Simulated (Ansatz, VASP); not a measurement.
**One calculation of In4TeS, two programs**

```
In Te S
1.0
     4.60111    0.00000    0.00000
     0.00000    4.60111    0.00000
     0.00000    0.00000    8.76975
In Te S
4 1 1
Direct
  0.00000 0.50000 0.27062
  0.50000 0.00000 0.72938
  0.00000 0.50000 0.72938
  0.50000 0.00000 0.27062
  0.00000 0.00000 0.00000
  0.00000 0.00000 0.50000
```

Alike in both runs: functional PBE; k mesh 8 × 8 × 6; occupations gaussian, width 0.1 eV; no spin polarisation.

Ansatz relaxed the structure, and its values are those at the end. VASP's run is a single point on that final structure, the one shown.

```csv
,VASP,Ansatz
version,VASP 6.6.1,Ansatz 0.2.0
potentials or method,"VASP PAW PBE potentials, release 64 (In_d, Te, S), cutoff 520 eV","scalar-relativistic, plane waves, PAW"
valence electrons in the cell,64,74
```

```tsv
	VASP	Ansatz	Ansatz less VASP
gap on the k mesh at the Fermi level (eV)	none	none	-
pressure (GPa)	0.0	0.0	+0.03
```

A gap of «none» marks a metal or a gap that the smearing closes. With one functional, cell and mesh, what is left measures potentials, basis and numerics. VASP's potentials hold 64 valence electrons a cell and Ansatz's 74, so a difference there can come from the potentials and not from the codes.

Spin-orbit coupling is off throughout.
